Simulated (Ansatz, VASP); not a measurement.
## AlNi in VASP and in Ansatz

File INCAR:

```
SYSTEM = AlNi
  PREC = Accurate
  ENCUT = 520
  EDIFF = 1E-6
  ISMEAR = -1
  SIGMA = 0.1
  LREAL = .False.
  LASPH = .True.
  NELM = 80
  ALGO = Normal
  ISIF = 2
  LWAVE = .False.
  LCHARG = .False.
  LDIPOL = .True.
  IDIPOL = 3
  DIPOL = 0.5 0.5 0.500
  GGA = PE
  NBANDS = 28
```

File KPOINTS:

```
regular mesh
0
Gamma
  13 9 1
  0 0 0
```

File POSCAR:

```
AlNi
1.0
    2.8935740684      0.0000000000      0.0000000000
    0.0000000000      4.0921316912      0.0000000000
    0.0000000000      0.0000000000     20.0921000000
Ni Al
3 3
Direct
    0.7500000000      0.2500000000      0.3981656549
    0.7500000000      0.7500000000      0.5000000000
    0.7500000000      0.2500000000      0.6018343451
    0.2500000000      0.7500000000      0.3981656549
    0.2500000000      0.2500000000      0.5000000000
    0.2500000000      0.7500000000      0.6018343451
```

Input for Ansatz:

```yaml
crystal:
  lattice:
    - [2.8935740684, 0.0, 0.0]
    - [0.0, 4.0921316912, 0.0]
    - [0.0, 0.0, 20.0921]
  atoms:
    - { symbol: Ni, position: [0.75, 0.25, 0.3981656549] }
    - { symbol: Al, position: [0.25, 0.75, 0.3981656549] }
    - { symbol: Ni, position: [0.75, 0.75, 0.5] }
    - { symbol: Al, position: [0.25, 0.25, 0.5] }
    - { symbol: Ni, position: [0.75, 0.25, 0.6018343451] }
    - { symbol: Al, position: [0.25, 0.75, 0.6018343451] }
kpoints:
  mp_grid: { grid: [13, 9, 1] }
scf:
  occupations: { method: fermi_dirac, width: 0.1 }
hamiltonian:
  xc: pbe
  pseudopotentials: { kind: all_electron, lapw: { basis_error: 0.001 } }
output:
  forces: true
  stress: true
  eigenvalues: true
  populations: true
  dos: { projected: true, de: 0.2, e_range: [-14, 8] }
efield:
  axis: 3
  amplitude: 0
  dipole_correction: true
```

Alike in both runs: task single point; functional PBE; k mesh 13 × 9 × 1; occupations fermi-dirac, width 0.1 eV; no spin polarisation.

|  | VASP | Ansatz |
| --- | --- | --- |
| version | VASP 6.6.1 | Ansatz 0.2.0 |
| potentials or method | VASP PAW PBE potentials, release 64 (Ni, Al), cutoff 520 eV | all-electron LAPW, scalar-relativistic |

```csv
,VASP,Ansatz,Ansatz less VASP
rms of the force components (eV/Å),0.257,0.263,+0.0067
```

Ansatz ran all-electron here, and VASP with PAW potentials.
